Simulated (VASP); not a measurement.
# Mo (Im-3m) in VASP: further runs

Runs on Mo. Level: PBEsol. Tasks: single point.

All numbers are computed with VASP 6.6.1; they aren't measurements. Logs are shortened: lines on timing, memory, paths and dates and some standing lists are left out, and cuts for length are marked.

**1. The cell of the first run**

It takes space group Im-3m (No. 229, cubic). Conventional cell: a = 3.129 Å, b = 3.129 Å, c = 3.129 Å, α = 90.00°, β = 90.00°, γ = 90.00°. Within 3.6 Å of Mo (site symmetry m-3m) lie 14 Mo at 2.71 to 3.13 Å.

**2. Single point, PBEsol**

Contents of INCAR:

```
ALGO = Fast
EDIFF = 1E-6
ENCUT = 520
GGA = PS
ISIF = 2
ISMEAR = 0
LASPH = True
LCHARG = False
LREAL = False
LWAVE = False
NBANDS = 13
NELM = 100
PREC = Accurate
SIGMA = 0.05
```

Contents of KPOINTS:

```
k-points
0
Gamma
  16 16 16
```

Contents of POSCAR:

```
Mo
1.0
   -1.5644561042      1.5644561042      1.5644561042
    1.5644561042     -1.5644561042      1.5644561042
    1.5644561042      1.5644561042     -1.5644561042
Mo
1
Direct
    0.0000000000      0.0000000000      0.0000000000
```

Potentials or basis: VASP PAW PBE potentials, release 64 (Mo_sv).

On the command line:

```
cat potpaw_PBE.64/Mo_sv/POTCAR > POTCAR
mpirun -np 1 vasp_std > vasp.out
```

OUTCAR:

```text
EDIFF = 1E-6
   ENCUT = 520
   GGA = PS
   ISIF = 2
   ISMEAR = 0
   LASPH = True
   LREAL = False
   NELM = 100
   PREC = Accurate

 ion  position               nearest neighbor table
   1  0.000  0.000  0.000-

  LATTYP: Found a body centered cubic cell.
 ALAT       =     3.1289122084

  Lattice vectors:

 A1 = (  -1.5644561042,   1.5644561042,   1.5644561042)
 A2 = (   1.5644561042,  -1.5644561042,   1.5644561042)
 A3 = (   1.5644561042,   1.5644561042,  -1.5644561042)

Analysis of symmetry for initial positions (statically):
=====================================================================
 Subroutine PRICEL returns:
 Original cell was already a primitive cell.

 Routine SETGRP: Setting up the symmetry group for a
 body centered cubic supercell.

 Subroutine GETGRP returns: Found 48 space group operations
 (whereof 48 operations were pure point group operations)
 out of a pool of 48 trial point group operations.

The static configuration has the point symmetry O_h .

Analysis of symmetry for dynamics (positions and initial velocities):
=====================================================================
 Subroutine PRICEL returns:
 Original cell was already a primitive cell.

 Routine SETGRP: Setting up the symmetry group for a
 body centered cubic supercell.

 Subroutine GETGRP returns: Found 48 space group operations
 (whereof 48 operations were pure point group operations)
 out of a pool of 48 trial point group operations.

The dynamic configuration has the point symmetry O_h .

 Subroutine INISYM returns: Found 48 space group operations
 (whereof 48 operations are pure point group operations),
 and found     1 'primitive' translations

----------------------------------------------------------------------------------------

                                     Primitive cell

  volume of cell :      15.3162

  direct lattice vectors                    reciprocal lattice vectors
    -1.564456104  1.564456104  1.564456104     0.000000000  0.319599891  0.319599891
     1.564456104 -1.564456104  1.564456104     0.319599891  0.000000000  0.319599891
     1.564456104  1.564456104 -1.564456104     0.319599891  0.319599891  0.000000000

  length of vectors
     2.709717459  2.709717459  2.709717459     0.451982500  0.451982500  0.451982500

  position of ions in fractional coordinates (direct lattice)
[... 83 lines left out ...]
   ISIF   =      2    stress and relaxation
   ISYM   =      2    0-nonsym 1-usesym 2-fastsym
   POTIM  = 0.5000    time-step for ionic-motion
   TEBEG  =    0.0;   TEEND  =   0.0 temperature during run
   PSTRESS=    0.0 pullay stress
   NELECT =      14.0000    total number of electrons
   NUPDOWN=      -1.0000    fix difference up-down
   EMIN   =  10.00;   EMAX   =-10.00  energy-range for DOS
   EFERMI =   0.00;   METHOD = LEGACY
   ISMEAR =     0;   SIGMA  =   0.05  broadening in eV -4-tet -1-fermi 0-gaus
   EFERMI_NEDOS =   21; number of points for ismear=-14 and -15
   IALGO  =     68    algorithm
   IMIX   =      4    mixing-type and parameters
     AMIX     =   0.40;   BMIX     =  1.00
     AMIX_MAG =   1.60;   BMIX_MAG =  1.00
  volume/ion in A,a.u.               =      15.32       103.36
  Fermi-wavevector in a.u.,A,eV,Ry     =   1.588794  3.002384 34.344709  2.524265
  Thomas-Fermi vector in A             =   2.687742
   LORBIT       =      0    0 simple, 1 ext, 2 COOP (PROOUT), +10 PAW based schemes
   GGA     = PS    functional components
   LHFCALC =     F    Hartree Fock is set to
   AEXX    =    0.0000 exact exchange contribution
   IVDW    =     0    specifies the selected vdW correction
   LEPSILON=     F    determine dielectric tensor
   LRPA    =     F    only Hartree local field effects (RPA)
 non-spin polarized calculation
 RMM-DIIS sequential band-by-band and
 Gauss-broadening in eV      SIGMA  =   0.05
  energy-cutoff  :      520.00
  volume of cell :       15.32
 maximum number of plane-waves:       427
   NGX =  9   NGY =  9   NGZ =  9

 number of electron      13.9999998 magnetization

 Free energy of the ion-electron system (eV)
  ---------------------------------------------------
  ext. energy  EPLUGINS =         0.00000000
  ---------------------------------------------------
  free energy    TOTEN  =       -11.78351272 eV

  energy without entropy =      -11.78309131  energy(sigma->0) =      -11.78330201

 E-fermi :  12.8107     XC(G=0): -13.6431

 val. band max:       12.7849954240   @ k =  -0.1875   0.1875   0.0625
 cond. band min:      12.8175642549   @ k =   0.3750   0.0000   0.0000
 fundamental gap:      0.0325688308
 Fermi energy:        12.8107265081

 k-point     1 :       0.0000    0.0000    0.0000
  band No.  band energies     occupation
      1     -48.3938      2.00000
      2     -21.6323      2.00000
      3     -21.6323      2.00000
      4     -21.6323      2.00000
      5       5.4435      2.00000
      6      11.3942      2.00000
      7      11.3942      2.00000
      8      11.3942      2.00000
      9      14.4835      0.00000
     10      14.4835      0.00000
     11      27.6327      0.00000
     12      27.6327      0.00000
     13      27.6327      0.00000
[... 354 lines left out ...]
  band No.  band energies     occupation
      1     -48.1381      2.00000
      2     -22.8132      2.00000
      3     -22.1212      2.00000
      4     -21.7632      2.00000
      5       8.5151      2.00000
      6       9.7896      2.00000
      7      10.9581      2.00000
      8      13.9060      0.00000
      9      15.2851      0.00000
     10      17.5754      0.00000
     11      26.1973      0.00000
     12      27.7263      0.00000
     13      30.6319      0.00000

 [... further k-points ...]

------------------------ aborting loop because EDIFF is reached ----------------------------------------

  FORCE on cell =-STRESS in cart. coord.  units (eV):
  Direction    XX          YY          ZZ          XY          YZ          ZX
  --------------------------------------------------------------------------------------
  -------------------------------------------------------------------------------------
  Total        0.0550220      0.0550220      0.0550220     -0.0000000      0.0000000     -0.0000000
  in kB        5.7556838      5.7556838      5.7556838     -0.0000000      0.0000000     -0.0000000
  external PRESSURE =       5.7556838 kB  Pullay stress =       0.0000000 kB

 VOLUME and BASIS-vectors are now :
 -----------------------------------------------------------------------------
  energy-cutoff  :      520.00
  volume of cell :       15.32
      direct lattice vectors                 reciprocal lattice vectors
    -1.564456104  1.564456104  1.564456104     0.000000000  0.319599891  0.319599891
     1.564456104 -1.564456104  1.564456104     0.319599891  0.000000000  0.319599891
     1.564456104  1.564456104 -1.564456104     0.319599891  0.319599891  0.000000000

 POSITION                                       TOTAL-FORCE (eV/Angst)
 -----------------------------------------------------------------------------------
      0.00000      0.00000      0.00000        -0.000000     -0.000000     -0.000000
 -----------------------------------------------------------------------------------
    total drift:                                0.000000     -0.000000      0.000000

  FREE ENERGIE OF THE ION-ELECTRON SYSTEM (eV)
  ---------------------------------------------------
  free  energy   TOTEN  =       -11.7835127169 eV

  energy  without entropy=      -11.7830913073  energy(sigma->0) =      -11.78330201
```

stdout:

```text
POSCAR found type information on POSCAR Mo
 POSCAR found :  1 types and       1 ions
 scaLAPACK will be used
 -----------------------------------------------------------------------------
|                                                                             |
|                                                                             |
|     You enforced a specific xc type in the INCAR file but a different       |
|     I HOPE YOU KNOW WHAT YOU ARE DOING!                                     |
|                                                                             |
 -----------------------------------------------------------------------------

 LDA part: xc-table for (Slater+PW92), standard interpolation
 POSCAR, INCAR and KPOINTS ok, starting setup
 FFT: planning ... GRIDC
 FFT: planning ... GRID_SOFT
 FFT: planning ... GRID
 WAVECAR not read
 entering main loop
```

Wall time 9.1 s (1 thread of Intel Xeon 6975P-C (Granite Rapids), shared host); peak memory 0.14 GiB.

Results:

```yaml
Free_energy: -11.7835 eV
Pressure: 0.6 GPa
Band_gap_on_the_k_mesh: zero (band 7 reaches 16.93 eV, above the bottom of band 8 at 11.39 eV)
```

Levels at points of the mesh, in eV from the Fermi level:
```csv
k point,band 5,band 6,band 7,band 8,band 9,band 10
"(0.00, 0.00, 0.00)",-7.37,-1.42,-1.42,-1.42,1.67,1.67
"(0.50, 0.00, 0.00)",-5.49,-3.52,1.67,1.72,2.37,4.92
"(0.50, 0.50, 0.50)",-5.64,-5.64,4.12,4.12,4.12,9.17
```

Caveat: the PAW data sets were made with another functional, which shifts forces and pressure a little.

**3. Single point, PBEsol**

This run uses another cell than the first one, of 15.63 Å³/atom, 1.020 times its volume.

Contents of INCAR:

```
SYSTEM = Mo
PREC = Accurate
ENCUT = 520
EDIFF = 1E-6
ISMEAR = 0
SIGMA = 0.05
LREAL = .FALSE.
LASPH = .TRUE.
NELM = 80
ALGO = Fast
ISIF = 2
LWAVE = .FALSE.
LCHARG = .FALSE.
GGA = PS
NBANDS = 13
```

Contents of KPOINTS:

```
Automatic mesh
0
G
  16 16 16
  0 0 0
```

Contents of POSCAR:

```
Mo
1.0
   -1.5750000000      1.5750000000      1.5750000000
    1.5750000000     -1.5750000000      1.5750000000
    1.5750000000      1.5750000000     -1.5750000000
Mo
1
Direct
    0.0000000000      0.0000000000      0.0000000000
```

Potentials or basis: VASP PAW PBE potentials, release 64 (Mo_sv).

On the command line:

```
cat potpaw_PBE.64/Mo_sv/POTCAR > POTCAR
mpirun -np 1 vasp_std > vasp.out
```

OUTCAR:

```text
SYSTEM = Mo
   PREC = Accurate
   ENCUT = 520
   EDIFF = 1E-6
   ISMEAR = 0
   LREAL = .FALSE.
   LASPH = .TRUE.
   NELM = 80
   ISIF = 2
   GGA = PS

 ion  position               nearest neighbor table
   1  0.000  0.000  0.000-

  LATTYP: Found a body centered cubic cell.
 ALAT       =     3.1500000000

  Lattice vectors:

 A1 = (  -1.5750000000,   1.5750000000,   1.5750000000)
 A2 = (   1.5750000000,  -1.5750000000,   1.5750000000)
 A3 = (   1.5750000000,   1.5750000000,  -1.5750000000)

Analysis of symmetry for initial positions (statically):
=====================================================================
 Subroutine PRICEL returns:
 Original cell was already a primitive cell.

 Routine SETGRP: Setting up the symmetry group for a
 body centered cubic supercell.

 Subroutine GETGRP returns: Found 48 space group operations
 (whereof 48 operations were pure point group operations)
 out of a pool of 48 trial point group operations.

The static configuration has the point symmetry O_h .

Analysis of symmetry for dynamics (positions and initial velocities):
=====================================================================
 Subroutine PRICEL returns:
 Original cell was already a primitive cell.

 Routine SETGRP: Setting up the symmetry group for a
 body centered cubic supercell.

 Subroutine GETGRP returns: Found 48 space group operations
 (whereof 48 operations were pure point group operations)
 out of a pool of 48 trial point group operations.

The dynamic configuration has the point symmetry O_h .

 Subroutine INISYM returns: Found 48 space group operations
 (whereof 48 operations are pure point group operations),
 and found     1 'primitive' translations

----------------------------------------------------------------------------------------

                                     Primitive cell

  volume of cell :      15.6279
[... 113 lines left out ...]
   LHFCALC =     F    Hartree Fock is set to
   AEXX    =    0.0000 exact exchange contribution
   IVDW    =     0    specifies the selected vdW correction
   LEPSILON=     F    determine dielectric tensor
   LRPA    =     F    only Hartree local field effects (RPA)
 non-spin polarized calculation
 RMM-DIIS sequential band-by-band and
 Gauss-broadening in eV      SIGMA  =   0.05
  energy-cutoff  :      520.00
  volume of cell :       15.63
 maximum number of plane-waves:       434
   NGX = 11   NGY = 11   NGZ = 11

 number of electron      14.0000002 magnetization

 Free energy of the ion-electron system (eV)
  ---------------------------------------------------
  ext. energy  EPLUGINS =         0.00000000
  ---------------------------------------------------
  free energy    TOTEN  =       -11.77935291 eV

  energy without entropy =      -11.77894552  energy(sigma->0) =      -11.77914922

 E-fermi :  12.4748     XC(G=0): -13.5289

 val. band max:       12.4606477451   @ k =  -0.1875   0.1875   0.0625
 cond. band min:      12.5178737077   @ k =   0.4375   0.1250  -0.0000
 fundamental gap:      0.0572259626
 Fermi energy:        12.4747600583

 k-point     1 :       0.0000    0.0000    0.0000
  band No.  band energies     occupation
      1     -48.7179      2.00000
      2     -22.0047      2.00000
      3     -22.0047      2.00000
      4     -22.0047      2.00000
      5       5.1821      2.00000
      6      11.1067      2.00000
      7      11.1067      2.00000
      8      11.1067      2.00000
      9      14.1198      0.00000
     10      14.1198      0.00000
     11      27.2768      0.00000
     12      27.2768      0.00000
     13      27.2768      0.00000
[... 354 lines left out ...]
  band No.  band energies     occupation
      1     -48.4821      2.00000
      2     -23.1128      2.00000
      3     -22.4634      2.00000
      4     -22.1272      2.00000
      5       8.2661      2.00000
      6       9.5412      2.00000
      7      10.6479      2.00000
      8      13.5572      0.00000
      9      14.8870      0.00000
     10      17.1147      0.00000
     11      25.6720      0.00000
     12      27.1761      0.00000
     13      30.0346      0.00000

 [... further k-points ...]

------------------------ aborting loop because EDIFF is reached ----------------------------------------

  FORCE on cell =-STRESS in cart. coord.  units (eV):
  Direction    XX          YY          ZZ          XY          YZ          ZX
  --------------------------------------------------------------------------------------
  -------------------------------------------------------------------------------------
  Total       -0.4752746     -0.4752746     -0.4752746      0.0000000     -0.0000000      0.0000000
  in kB      -48.7251917    -48.7251917    -48.7251917      0.0000000     -0.0000000      0.0000000
  external PRESSURE =     -48.7251917 kB  Pullay stress =       0.0000000 kB

 VOLUME and BASIS-vectors are now :
 -----------------------------------------------------------------------------
  energy-cutoff  :      520.00
  volume of cell :       15.63
      direct lattice vectors                 reciprocal lattice vectors
    -1.575000000  1.575000000  1.575000000     0.000000000  0.317460317  0.317460317
     1.575000000 -1.575000000  1.575000000     0.317460317  0.000000000  0.317460317
     1.575000000  1.575000000 -1.575000000     0.317460317  0.317460317  0.000000000

 POSITION                                       TOTAL-FORCE (eV/Angst)
 -----------------------------------------------------------------------------------
      0.00000      0.00000      0.00000         0.000000     -0.000000     -0.000000
 -----------------------------------------------------------------------------------
    total drift:                                0.000000     -0.000000     -0.000000

  FREE ENERGIE OF THE ION-ELECTRON SYSTEM (eV)
  ---------------------------------------------------
  free  energy   TOTEN  =       -11.7793529116 eV

  energy  without entropy=      -11.7789455228  energy(sigma->0) =      -11.77914922
```

OSZICAR:

```text
N       E                     dE             d eps       ncg     rms          rms(c)
DAV:   1     0.934323123314E+02    0.93432E+02   -0.81000E+03  3804   0.111E+03
DAV:   2    -0.113594027171E+02   -0.10479E+03   -0.10084E+03  4320   0.312E+02
DAV:   3    -0.125495564647E+02   -0.11902E+01   -0.11874E+01  4245   0.334E+01
DAV:   4    -0.125521664736E+02   -0.26100E-02   -0.26100E-02  4175   0.190E+00
DAV:   5    -0.125521839218E+02   -0.17448E-04   -0.17449E-04  4340   0.136E-01    0.159E+01
RMM:   6    -0.118754989731E+02    0.67668E+00   -0.77703E-01  3784   0.812E+00    0.450E+00
RMM:   7    -0.117841624214E+02    0.91337E-01   -0.21307E-01  3864   0.415E+00    0.115E+00
RMM:   8    -0.117796101893E+02    0.45522E-02   -0.11318E-02  4138   0.118E+00    0.148E-01
RMM:   9    -0.117793643412E+02    0.24585E-03   -0.11477E-03  4154   0.345E-01    0.450E-02
RMM:  10    -0.117793531634E+02    0.11178E-04   -0.19264E-04  4282   0.148E-01    0.248E-02
RMM:  11    -0.117793527979E+02    0.36554E-06   -0.16686E-05  4179   0.490E-02    0.311E-03
RMM:  12    -0.117793529116E+02   -0.11370E-06   -0.40209E-06  3154   0.198E-02
   1 F= -.11779353E+02 E0= -.11779149E+02  d E =-.407389E-03
```

stdout:

```text
POSCAR found type information on POSCAR Mo
 POSCAR found :  1 types and       1 ions
 scaLAPACK will be used
 -----------------------------------------------------------------------------
|                                                                             |
|                                                                             |
|     You enforced a specific xc type in the INCAR file but a different       |
|     I HOPE YOU KNOW WHAT YOU ARE DOING!                                     |
|                                                                             |
 -----------------------------------------------------------------------------

 LDA part: xc-table for (Slater+PW92), standard interpolation
 POSCAR, INCAR and KPOINTS ok, starting setup
 FFT: planning ... GRIDC
 FFT: planning ... GRID_SOFT
 FFT: planning ... GRID
 WAVECAR not read
 entering main loop
```

It took 9 s on 1 thread of Intel Xeon 6975P-C (Granite Rapids), shared host; peak memory 0.14 GiB.

What came out:

```yaml
Free_energy: -11.7794 eV
Pressure: -4.9 GPa
Band_gap_on_the_k_mesh: zero (band 7 reaches 16.49 eV, above the bottom of band 8 at 11.11 eV)
```

Levels at points of the mesh, in eV from the Fermi level:
| k point | band 3 | band 4 | band 5 | band 6 | band 7 | band 8 | band 9 | band 10 | band 11 | band 12 |
| --- | --- | --- | --- | --- | --- | --- | --- | --- | --- | --- |
| (0.00, 0.00, 0.00) | -34.48 | -34.48 | -7.29 | -1.37 | -1.37 | -1.37 | 1.65 | 1.65 | 14.80 | 14.80 |
| (0.50, 0.00, 0.00) | -34.93 | -34.49 | -5.36 | -3.42 | 1.60 | 1.68 | 2.31 | 4.78 | 11.63 | 11.92 |
| (0.50, 0.50, 0.50) | -35.45 | -35.45 | -5.48 | -5.48 | 4.01 | 4.01 | 4.01 | 9.02 | 9.02 | 9.02 |

Caveat: the PAW data sets were made with another functional, which shifts forces and pressure a little.
